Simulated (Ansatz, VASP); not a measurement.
**BN in VASP and in Ansatz**

```
B N
1.0
     0.00000    1.81236    1.81236
     1.81236    0.00000    1.81236
     1.81236    1.81236    0.00000
B N
1 1
Direct
  0.00000 0.00000 0.00000
  0.25000 0.25000 0.25000
```

Alike in both runs: functional PBE; k mesh 13 × 13 × 13; occupations fermi-dirac, width 0.02 eV; no spin polarisation.

Ansatz relaxed the structure, and its values are those at the end. VASP's run is a single point on that final structure, the one shown.

|  | VASP | Ansatz |
| --- | --- | --- |
| version | VASP 6.6.1 | Ansatz 0.2.0 |
| potentials or method | VASP PAW PBE potentials, release 64 (B, N) | PAW with Ansatz's default frozen-core files, scalar-relativistic |
| plane-wave cutoff (eV) | 600 | 420 |
| valence electrons in the cell | 8 | 8 |

|  | VASP | Ansatz | Ansatz less VASP |
| --- | --- | --- | --- |
| pressure (GPa) | 0.0 | 0.0 | +0.04 |

With one functional, cell and mesh, what is left measures potentials, basis and numerics.
